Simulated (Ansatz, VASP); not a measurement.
Two plane-wave programs on HfB2

```
CELL_PARAMETERS angstrom
3.12189 0.00000 0.00000
-1.56095 2.70364 0.00000
0.00000 0.00000 3.45623
ATOMIC_POSITIONS crystal
Hf 0.00000 0.00000 0.00000
B 0.33333 0.66667 0.50000
B 0.66667 0.33333 0.50000
```

Alike in both runs: functional PBE; dispersion D3(BJ); k mesh 12 × 12 × 10; no spin polarisation.

Ansatz relaxed the structure, and its values are those at the end. VASP's run is a single point on that final structure, the one shown.

```csv
,VASP,Ansatz
version,VASP 6.6.1,Ansatz 0.2.0
potentials or method,"VASP PAW PBE potentials, release 64 (Hf_pv, B)","plane waves, PAW"
plane-wave cutoff (eV),520,420
occupations,"fermi-dirac, width 0.1 eV",fermi-dirac
valence electrons in the cell,16,32
```

Ansatz gave:

```
pressure (GPa) : 0.0
```

Task: What did VASP give for the same quantities?

Result: Pressure (GPa): -0.3.

VASP's potentials hold 16 valence electrons a cell and Ansatz's 32, so a difference there can come from the potentials and not from the codes.

Spin-orbit coupling is off throughout.
